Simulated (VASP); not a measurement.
# Bi (Im-3m) in VASP: single point with PBEsol+D3(BJ)

Aim: the single point of Bi with PBEsol+D3(BJ).

All numbers are computed with VASP 6.6.1; they aren't measurements. Logs are shortened: lines on timing, memory, paths and dates and some standing lists are left out, and cuts for length are marked.

### Step 1. The cell of the first run

It takes space group Im-3m (No. 229, cubic). The conventional cell has a = 3.963 Å, b = 3.963 Å, c = 3.963 Å, α = 90.00°, β = 90.00°, γ = 90.00°. Within 4.5 Å of Bi (site symmetry m-3m) lie 14 Bi at 3.43 to 3.96 Å.

### Step 2. Single point, PBEsol+D3(BJ)

File INCAR:

```
  ALGO = Normal
  EDIFF = 1E-6
  ENCUT = 500
  GGA = PS
  GGA_COMPAT = False
  ISIF = 2
  ISMEAR = 0
  IVDW = 12
  LASPH = True
  LCHARG = True
  LELF = True
  LREAL = False
  LVHAR = True
  LWAVE = False
  NBANDS = 14
  NELM = 120
  PREC = Accurate
  SIGMA = 0.1
```

File KPOINTS:

```
k-points
0
Gamma
  6 6 6
```

File POSCAR:

```
Bi
1.0
   -1.9814305318      1.9814305318      1.9814305318
    1.9814305318     -1.9814305318      1.9814305318
    1.9814305318      1.9814305318     -1.9814305318
Bi
1
Direct
    0.0000000000      0.0000000000      0.0000000000
```

Potentials or basis: VASP PAW PBE potentials, release 64 (Bi_d).

Command:

```console
> cat potpaw_PBE.64/Bi_d/POTCAR > POTCAR
> mpirun -np 1 vasp_std > vasp.out
```

OUTCAR:

```text
EDIFF = 1E-6
   ENCUT = 500
   GGA = PS
   ISIF = 2
   ISMEAR = 0
   IVDW = 12
   LASPH = True
   LREAL = False
   NELM = 120
   PREC = Accurate
 IVDW          = 12

 ion  position               nearest neighbor table
   1  0.000  0.000  0.000-

  LATTYP: Found a body centered cubic cell.
 ALAT       =     3.9628610636

  Lattice vectors:

 A1 = (  -1.9814305318,   1.9814305318,   1.9814305318)
 A2 = (   1.9814305318,  -1.9814305318,   1.9814305318)
 A3 = (   1.9814305318,   1.9814305318,  -1.9814305318)

Analysis of symmetry for initial positions (statically):
=====================================================================
 Subroutine PRICEL returns:
 Original cell was already a primitive cell.

 Routine SETGRP: Setting up the symmetry group for a
 body centered cubic supercell.

 Subroutine GETGRP returns: Found 48 space group operations
 (whereof 48 operations were pure point group operations)
 out of a pool of 48 trial point group operations.

The static configuration has the point symmetry O_h .

Analysis of symmetry for dynamics (positions and initial velocities):
=====================================================================
 Subroutine PRICEL returns:
 Original cell was already a primitive cell.

 Routine SETGRP: Setting up the symmetry group for a
 body centered cubic supercell.

 Subroutine GETGRP returns: Found 48 space group operations
 (whereof 48 operations were pure point group operations)
 out of a pool of 48 trial point group operations.

The dynamic configuration has the point symmetry O_h .

 Subroutine INISYM returns: Found 48 space group operations
 (whereof 48 operations are pure point group operations),
 and found     1 'primitive' translations

----------------------------------------------------------------------------------------

                                     Primitive cell

  volume of cell :      31.1169

  direct lattice vectors                    reciprocal lattice vectors
    -1.981430532  1.981430532  1.981430532     0.000000000  0.252342937  0.252342937
     1.981430532 -1.981430532  1.981430532     0.252342937  0.000000000  0.252342937
     1.981430532  1.981430532 -1.981430532     0.252342937  0.252342937  0.000000000

  length of vectors
     3.431938353  3.431938353  3.431938353     0.356866804  0.356866804  0.356866804

  position of ions in fractional coordinates (direct lattice)
     0.000000000  0.000000000  0.000000000

[... 74 lines left out ...]
   POTIM  = 0.5000    time-step for ionic-motion
   TEBEG  =    0.0;   TEEND  =   0.0 temperature during run
   PSTRESS=    0.0 pullay stress
   NELECT =      15.0000    total number of electrons
   NUPDOWN=      -1.0000    fix difference up-down
   EMIN   =  10.00;   EMAX   =-10.00  energy-range for DOS
   EFERMI =   0.00;   METHOD = LEGACY
   ISMEAR =     0;   SIGMA  =   0.10  broadening in eV -4-tet -1-fermi 0-gaus
   EFERMI_NEDOS =   21; number of points for ismear=-14 and -15
   IALGO  =     38    algorithm
   IMIX   =      4    mixing-type and parameters
     AMIX     =   0.40;   BMIX     =  1.00
     AMIX_MAG =   1.60;   BMIX_MAG =  1.00
  volume/ion in A,a.u.               =      31.12       209.99
  Fermi-wavevector in a.u.,A,eV,Ry     =   1.283630  2.425708 22.418388  1.647705
  Thomas-Fermi vector in A             =   2.415871
   LORBIT       =      0    0 simple, 1 ext, 2 COOP (PROOUT), +10 PAW based schemes
   GGA     = PS    functional components
   LHFCALC =     F    Hartree Fock is set to
   AEXX    =    0.0000 exact exchange contribution
   IVDW    =    12    specifies the selected vdW correction
   LEPSILON=     F    determine dielectric tensor
   LRPA    =     F    only Hartree local field effects (RPA)
 non-spin polarized calculation
 Gauss-broadening in eV      SIGMA  =   0.10
  energy-cutoff  :      500.00
  volume of cell :       31.12
 maximum number of plane-waves:       798
 NGX is ok and might be reduce to    28
   NGX = 13   NGY = 13   NGZ = 13

 number of electron      14.9999994 magnetization

 Free energy of the ion-electron system (eV)
  ---------------------------------------------------
  ext. energy  EPLUGINS =         0.00000000
  ---------------------------------------------------
  free energy    TOTEN  =        -4.19505644 eV

  energy without entropy =       -4.18257913  energy(sigma->0) =       -4.18881779

 E-fermi :   7.4244     XC(G=0): -10.4384

 val. band max:        7.3818327832   @ k =   0.3333   0.1667   0.1667
 cond. band min:       7.8721251463   @ k =   0.1667   0.1667   0.1667
 fundamental gap:      0.4902923631
 Fermi energy:         7.4244395974

 k-point     1 :       0.0000    0.0000    0.0000
  band No.  band energies     occupation
      1     -15.1974      2.00000
      2     -15.1974      2.00000
      3     -15.1974      2.00000
      4     -15.0678      2.00000
      5     -15.0678      2.00000
      6      -5.7835      2.00000
      7      12.8657      0.00000
      8      12.8657      0.00000
      9      12.8657      0.00000
     10      16.8487      0.00000
     11      18.2232      0.00000
     12      18.2232      0.00000
     13      18.2232      0.00000
     14      19.4409      0.00000
[... 241 lines left out ...]
      1     -15.2086      2.00000
      2     -15.2086      2.00000
      3     -15.0036      2.00000
      4     -15.0036      2.00000
      5     -15.0036      2.00000
      6      -0.6269      2.00000
      7       5.9424      2.00000
      8       5.9424      2.00000
      9       5.9424      2.00000
     10      11.2633      0.00000
     11      11.2633      0.00000
     12      23.1302      0.00000
     13      25.3792      0.00000
     14      25.3792      0.00000

------------------------ aborting loop because EDIFF is reached ----------------------------------------

 Edisp (eV)   -0.52323

 E8    (eV) :    -0.3742

  FORCE on cell =-STRESS in cart. coord.  units (eV):
  Direction    XX          YY          ZZ          XY          YZ          ZX
  --------------------------------------------------------------------------------------
  -------------------------------------------------------------------------------------
  Total      -0.90493    -0.90493    -0.90493     0.00000    -0.00000     0.00000
  in kB     -46.59368   -46.59368   -46.59368     0.00000    -0.00000     0.00000
  external pressure =      -46.59 kB  Pullay stress =        0.00 kB

 VOLUME and BASIS-vectors are now :
 -----------------------------------------------------------------------------
  energy-cutoff  :      500.00
  volume of cell :       31.12
      direct lattice vectors                 reciprocal lattice vectors
    -1.981430532  1.981430532  1.981430532     0.000000000  0.252342937  0.252342937
     1.981430532 -1.981430532  1.981430532     0.252342937  0.000000000  0.252342937
     1.981430532  1.981430532 -1.981430532     0.252342937  0.252342937  0.000000000

 POSITION                                       TOTAL-FORCE (eV/Angst)
 -----------------------------------------------------------------------------------
      0.00000      0.00000      0.00000        -0.000000      0.000000     -0.000000
 -----------------------------------------------------------------------------------
    total drift:                               -0.000000     -0.000000     -0.000000

  FREE ENERGIE OF THE ION-ELECTRON SYSTEM (eV)
  ---------------------------------------------------
  free  energy   TOTEN  =        -4.7182889459 eV

  energy  without entropy=       -4.7058116407  energy(sigma->0) =       -4.71205029
```

It took 9.9 s on 1 thread of Intel Xeon 6975P-C, shared host; peak memory 0.16 GiB.

What came out:

* Free energy: -4.7183 eV
* Pressure: -4.7 GPa
* Dispersion energy per atom: -0.523 eV

Caveat: the k points lie up to 0.37 Å⁻¹ apart; the PAW data sets were made with another functional, which shifts forces and pressure a little; spin-orbit coupling is left out, which moves the levels of the heavy elements; pairwise dispersion overbinds metals, which lowers pressure and volume.
